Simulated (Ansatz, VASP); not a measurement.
**SnTe in VASP and in Ansatz**

```xyz
2
Lattice="0.0000 3.1509 3.1509 3.1509 0.0000 3.1509 3.1509 3.1509 0.0000" Properties=species:S:1:pos:R:3 pbc="T T T"
Te    3.1509    3.1509    3.1509
Sn    0.0000    0.0000    0.0000
```

Alike in both runs: task relaxation of cell and atoms; functional PBEsol; dispersion D3(BJ); k mesh 7 × 7 × 7; occupations fermi-dirac, width 0.05 eV; no spin polarisation.

|  | VASP | Ansatz |
| --- | --- | --- |
| version | VASP 6.6.1 | Ansatz 0.2.0 |
| potentials or method | VASP PAW PBE potentials, release 64 (Te, Sn_d) | Ansatz PAW |
| plane-wave cutoff (eV) | 600 | 420 |
| valence electrons in the cell | 20 | 30 |

Ansatz gave:

```
relaxed volume (Å³/atom)                                     : 29.72
relaxed cell length with the largest relative difference (Å) : 4.381
```

Question: What did VASP give for the same quantities?

Answer: Relaxed volume (Å³/atom): 29.75; relaxed cell length with the largest relative difference (Å): 4.382.

VASP's potentials were made for PBE, not for PBEsol. VASP's potentials hold 20 valence electrons a cell and Ansatz's 30, so a difference there can come from the potentials and not from the codes.

Neither program's run includes spin-orbit coupling. Noted on Ansatz's run: the plane-wave basis is chosen anew once the cell has moved, so the energies of steps on either side of that aren't comparable.
